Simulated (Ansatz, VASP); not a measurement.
**Two plane-wave programs on SnO2**

The input INCAR:

```
PREC = Accurate ; ENCUT = 520
EDIFF = 1E-6 ; ISMEAR = 0
SIGMA = 0.05 ; LREAL = F
LASPH = T ; NELM = 80
ALGO = Normal ; ISIF = 2
LWAVE = F ; LCHARG = T
GGA = PE ; IVDW = 12
LELF = T ; LVHAR = T
NBANDS = 35
```

File KPOINTS:

```
Automatic mesh
0
Gamma
  12 12 4
```

POSCAR

```
SnO2
1.0
    3.2111798104      0.0000000000      0.0000000000
   -1.6055899052      2.7809632919      0.0000000000
    0.0000000000      0.0000000000     10.3330629359
Sn O
2 4
Direct
   -0.0779839477      0.0000000000      0.5000000000
    0.0779839477      0.0000000000      0.0000000000
    0.5876925777      0.3333333333      0.4017901351
    0.7456407556      0.3333333333      0.0982098649
    0.2543592444      0.6666666667      0.5982098649
    0.4123074223      0.6666666667      0.9017901351
```

Input for Ansatz:

```yaml
crystal:
  lattice:
    - [3.2111798104, 0.0, 0.0]
    - [-1.6055899052, 2.7809632919, 0.0]
    - [0.0, 0.0, 10.3330629359]
  atoms:
    - { symbol: Sn, position: [-0.0779839477, 0.0, 0.5] }
    - { symbol: Sn, position: [0.0779839477, 0.0, 0.0] }
    - { symbol: O, position: [0.5876925777, 0.3333333333, 0.4017901351] }
    - { symbol: O, position: [0.7456407556, 0.3333333333, 0.0982098649] }
    - { symbol: O, position: [0.2543592444, 0.6666666667, 0.5982098649] }
    - { symbol: O, position: [0.4123074223, 0.6666666667, 0.9017901351] }
basis:
  ecutwfc: 520.0
kpoints:
  mp_grid: { grid: [12, 12, 4] }
hamiltonian:
  xc: pbe
  dispersion: d3bj
scf:
  occupations: { method: gaussian, width: 0.05 }
output:
  forces: true
  stress: true
  eigenvalues: true
  write_density: true
  write_potential: true
  elf: true
  volumetric_format: npy
```

Change from the starting cell: mode 1 frozen in at -0.254 Å, equal normal strain along x, y and z +0.0000.

Alike in both runs: task single point; functional PBE; dispersion D3(BJ); k mesh 12 × 12 × 4; occupations gaussian, width 0.05 eV; no spin polarisation.

```csv
,VASP,Ansatz
version,VASP 6.6.1,Ansatz 0.2.0
potentials or method,"VASP PAW PBE potentials, release 64 (Sn_d, O), cutoff 520 eV","scalar-relativistic, plane waves, PAW"
valence electrons in the cell,52,52
```

```csv
,VASP,Ansatz,Ansatz less VASP
gap on the k mesh at the Fermi level (eV),2.09,2.11,+0.026
least direct gap on the mesh (eV),2.44,2.46,+0.020
pressure (GPa),0.5,-0.1,-0.56
"traceless stress, the component that is largest in VASP (GPa)",-0.59,-0.24,+0.352
rms of the force components (eV/Å),0.035,0.017,-0.0181
```

Atom by atom the forces differ by 0.026 eV/Å (rms over components).
